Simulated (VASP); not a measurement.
MgCd5Se6:

```
CELL_PARAMETERS angstrom
4.16497 0.00000 0.00000
0.00000 4.16497 0.00000
0.00000 0.00000 17.67049
ATOMIC_POSITIONS crystal
Mg 0.50000 0.50000 0.00000
Cd 0.00000 0.00000 0.83333
Cd 0.00000 0.00000 0.16667
Cd 0.50000 0.50000 0.33333
Cd 0.00000 0.00000 0.50000
Cd 0.50000 0.50000 0.66667
Se 0.00000 0.00000 0.00000
Se 0.50000 0.50000 0.16667
Se 0.00000 0.00000 0.33333
Se 0.50000 0.50000 0.50000
Se 0.00000 0.00000 0.66667
Se 0.50000 0.50000 0.83333
```

- Program: VASP 6.6.1
- Task: relaxation of cell and atoms
- Functional: PBE
- Potentials or basis: VASP PAW PBE potentials, release 64 (Mg, Cd, Se)
- Cutoff: 600 eV
- k mesh: 4 × 4 × 1
- Occupations: gaussian, width 0.1 eV
- Spin: no spin polarisation

At the start: pressure -4.3 GPa; volume 25.54 Å³/atom.

Problem. Where does the relaxation end?

Solution. Over 10 steps the energy falls by 34.1 meV/atom and the volume is 23.27 Å³/atom (-8.9 %); space group P4/mmm (No. 123, to 0.1 Å) before and after.

The path:
```tsv
step	energy change (eV)	largest force (eV/Å)	pressure (GPa)	volume (Å³)
1	0.0000	0.1789	-4.32	306.53
2	-0.3856	0.2346	0.72	276.99
3	-0.3923	0.2281	0.03	280.07
4	-0.3921	0.2270	-0.08	280.58
5	-0.3968	0.1864	-0.07	280.54
6	-0.4054	0.0640	-0.06	280.40
7	-0.3973	0.1859	0.03	280.14
8	-0.4065	0.0609	-0.04	280.34
9	-0.4086	0.0471	0.06	279.83
10	-0.4095	0.0343	0.17	279.29
```

Final structure:
```
Mg Cd Se
1.0
     4.03780    0.00000    0.00000
     0.00000    4.03780    0.00000
     0.00000    0.00000   17.13025
Mg Cd Se
1 5 6
Direct
  0.50000 0.50000 0.00000
  0.00000 0.00000 0.83462
  0.00000 0.00000 0.16538
  0.50000 0.50000 0.33257
  0.00000 0.00000 0.50000
  0.50000 0.50000 0.66743
  0.00000 0.00000 0.00000
  0.50000 0.50000 0.16225
  0.00000 0.00000 0.33250
  0.50000 0.50000 0.50000
  0.00000 0.00000 0.66750
  0.50000 0.50000 0.83775
```

Caveat: the k points lie up to 0.39 Å⁻¹ apart in the final cell.
